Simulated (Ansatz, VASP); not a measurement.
# Ag: VASP beside Ansatz

The input INCAR:

```
  PREC = Accurate
  ENCUT = 400
  EDIFF = 1E-8
  ISMEAR = -1
  SIGMA = 0.03
  LREAL = F
  LASPH = T
  NELM = 120
  ALGO = Normal
  ISIF = 2
  LWAVE = F
  LCHARG = F
  GGA = PE
  LEFG = T
  NBANDS = 18
  GGA_COMPAT = F
```

File KPOINTS:

```
regular mesh
0
Gamma
  13 13 7
```

File POSCAR:

```
Ag
1.0
    2.9780393744      0.0000000000      0.0000000000
   -1.4890196872      2.5790577517      0.0000000000
    0.0000000000      0.0000000000      4.8685385491
Ag
2
Direct
    0.3333333333      0.6666666667      0.2500000000
    0.6666666667      0.3333333333      0.7500000000
```

Input for Ansatz:

```yaml
crystal:
  lattice:
    - [2.9780393744, 0.0, 0.0]
    - [-1.4890196872, 2.5790577517, 0.0]
    - [0.0, 0.0, 4.8685385491]
  atoms:
    - { symbol: Ag, position: [0.3333333333, 0.6666666667, 0.25] }
    - { symbol: Ag, position: [0.6666666667, 0.3333333333, 0.75] }
kpoints:
  mp_grid: { grid: [13, 13, 7] }
scf:
  occupations: { method: fermi_dirac, width: 0.03 }
hamiltonian:
  xc: pbe
  pseudopotentials: { kind: paw }
output:
  forces: true
  stress: true
  eigenvalues: true
  efg: { contact_densities: true }
```

Change from the starting cell: volume scaled by 1.05, PAW files.

Alike in both runs: task electric field gradients; functional PBE; k mesh 13 × 13 × 7; occupations fermi-dirac, width 0.03 eV; no spin polarisation.

|  | VASP | Ansatz |
| --- | --- | --- |
| version | VASP 6.6.1 | Ansatz 0.2.0 |
| potentials or method | VASP PAW PBE potentials, release 64 (Ag) | PAW with Ansatz's default frozen-core files, scalar-relativistic |
| plane-wave cutoff (eV) | 400 | 420 |
| valence electrons in the cell | 22 | 38 |

|  | VASP | Ansatz | Ansatz less VASP |
| --- | --- | --- | --- |
| pressure (GPa) | -4.1 | -3.7 | +0.39 |
| traceless stress, the component that is largest in VASP (GPa) | 1.02 | 1.02 | -0.002 |
| size of Vzz on the site where it differs most (V/Å²) | 5.0 | 5.6 | +0.65 |

With one functional, cell and mesh, what is left measures potentials, basis and numerics. VASP's potentials hold 22 valence electrons a cell and Ansatz's 38, so a difference there can come from the potentials and not from the codes.
